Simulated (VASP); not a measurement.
**BN: dielectric tensor with r2SCAN**

The system is BN.

```
B N
1.0
     2.46763    0.00000    0.00000
    -1.23382    2.13703    0.00000
     0.00000    0.00000    4.08158
B N
2 2
Direct
  0.33333 0.66667 0.00052
  0.66667 0.33333 0.50052
  0.33333 0.66667 0.37448
  0.66667 0.33333 0.87448
```

This cell differs from its parent crystal: strain -3.0%.

```json
{"Program": "VASP 6.6.1", "Task": "dielectric tensor", "Functional": "r2SCAN", "Potentials or basis": "VASP PAW PBE potentials, release 64 (B, N)", "Cutoff": "520 eV", "k mesh": "9 × 9 × 6", "Occupations": "gaussian, width 0.01 eV", "Spin": "no spin polarisation", "Dipole correction": "no", "Further INCAR settings": "ALGO = Normal; EDIFF = 1e-08"}
```

| Property | Result |
| --- | --- |
| Band gap on the k mesh | 5.52 eV (least direct gap 9.42 eV) |
| Electronic dielectric tensor (diagonal) | 4.39, 4.39, 4.52 |
| Born charges (mean of the diagonal) | B +1.93; N -1.93 e |

Levels at points of the mesh, in eV from the valence-band top:
```csv
k point,band 5,band 6,band 7,band 8,band 9,band 10,band 11,band 12
"(0.00, 0.00, 0.00)",-2.43,-0.35,0.00,0.00,9.44,9.44,9.85,11.41
"(0.00, 0.00, 0.50)",-1.35,-1.35,-1.35,-1.35,11.13,11.13,11.18,11.18
```

Electronic dielectric tensor:
```
4.39 0.00 0.00
0.00 4.39 0.00
0.00 0.00 4.52
```

Born effective charge tensors (e):
atom 1, B
```
1.91 0.00 0.00
0.00 1.91 0.00
0.00 0.00 1.99
```
atom 2, B
```
1.91 0.00 0.00
0.00 1.91 0.00
0.00 0.00 1.99
```
atom 3, N
```
-1.91  0.00  0.00
 0.00 -1.91  0.00
 0.00  0.00 -1.99
```
atom 4, N
```
-1.91  0.00  0.00
 0.00 -1.91  0.00
 0.00  0.00 -1.99
```

Dipole moments of the cell (e·Å, modulo the quantum): ionic 0.000, 0.000, -1.029; electronic 0.000, 0.000, -0.001

Run time: 24 min on 1 thread of AMD EPYC 7R13, on a shared host, peak memory 0.32 GiB.

Caveat: the cell differs from its parent crystal (strain -3.0%); an odd mesh through Γ misses points on the zone boundary, where band edges can lie.
